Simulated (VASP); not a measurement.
Input of a VASP 6.6.1 run:

File INCAR:

```
PREC = Accurate
ENCUT = 600
EDIFF = 1E-6
ISMEAR = 0
SIGMA = 0.1
LREAL = False
LASPH = True
NELM = 80
ALGO = Normal
ISIF = 3
LWAVE = False
LCHARG = False
GGA = PE
IBRION = 2
NSW = 100
EDIFFG = -0.01
```

The input KPOINTS:

```
regular mesh
0
Gamma
  18 18 4
```

POSCAR

```
H2Rh
1.0
    2.7052491462      0.0000000000      0.0000000000
   -1.3526245731      2.3428144842      0.0000000000
    0.0000000000      0.0000000000      9.5822574962
H Rh
4 2
Direct
    0.3333333333      0.6666666667      0.6473247628
    0.6666666667      0.3333333333      0.1473247628
    0.3333333333      0.6666666667      0.8526752372
    0.6666666667      0.3333333333      0.3526752372
    0.3333333333      0.6666666667      0.2500000000
    0.6666666667      0.3333333333      0.7500000000
```

Potentials or basis: VASP PAW PBE potentials, release 64 (H, Rh_pv).

Run with:

```bash
$ cat potpaw_PBE.64/H/POTCAR potpaw_PBE.64/Rh_pv/POTCAR > POTCAR
$ mpirun -np 1 vasp_std > vasp.out
```

(1) Estimate the space group after relaxing (to 0.05 Å).

(2) What does it give for the relaxed volume?

(3) Estimate the band gap on the k mesh.

(4) Predict the relaxed cell.

Answers

(1) P6_3/mmc (No. 194).

(2) 10.13 Å³/atom.

(3) zero (band 17 reaches 6.67 eV, above the bottom of band 18 at 2.86 eV).

(4) a = 2.710 Å, b = 2.710 Å, c = 9.561 Å, α = 90.00°, β = 90.00°, γ = 120.00°.
